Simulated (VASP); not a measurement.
Set up this calculation in VASP 6.6.1, as the native input.

* Task: single point
* Functional: PBE
* Potentials or basis: VASP PAW PBE potentials, release 64 (Co)
* Cutoff: 600 eV
* k mesh: 4 × 4 × 2
* Occupations: gaussian, width 0.1 eV
* Spin: collinear spin, ferromagnetic start
* Starting moments: [1.83, 1.83] μB
* Dipole correction: no
* Further INCAR settings: ALGO = Normal; EDIFF = 1e-06; NBANDS = 20

The structure of Co lies in POSCAR:

```
Co
1.0
    2.4719999032      0.0000000000      0.0000000000
   -1.2359999516      2.1408147143      0.0000000000
    0.0000000000      0.0000000000      4.0211440800
Co
2
Direct
    0.3333333333      0.6666666667      0.2500000000
    0.6666666667      0.3333333333      0.7500000000
```

One way to write it, as run:

INCAR

```
SYSTEM = Co
PREC = Accurate
ENCUT = 600
EDIFF = 1E-6
ISMEAR = 0
SIGMA = 0.1
LREAL = .FALSE.
LASPH = .TRUE.
NELM = 200
ALGO = Normal
ISIF = 2
LWAVE = .FALSE.
LCHARG = .FALSE.
ISPIN = 2
MAGMOM = 1.83 1.83
LORBIT = 11
LMAXMIX = 4
GGA = PE
NBANDS = 20
GGA_COMPAT = .FALSE.
```

KPOINTS

```
Automatic mesh
0
G
  4 4 2
  0 0 0
```

Potentials or basis: VASP PAW PBE potentials, release 64 (Co).

Command:

```sh
$ cat potpaw_PBE.64/Co/POTCAR > POTCAR
$ mpirun -np 1 vasp_std > vasp.out
```

It gave:

```json
{
  "Pressure": "5.6 GPa",
  "Net moment": "3.38 μB per cell",
  "Site moments": "Co +1.69 μB",
  "Valence electrons inside the program's atomic spheres": "Co 8.32"
}
```

Caveat: the k points lie up to 0.78 Å⁻¹ apart.

Wall time 7.6 s on 1 thread of Intel(R) Xeon(R) 6975P-C (Granite Rapids), on a shared host, peak memory 0.13 GiB.
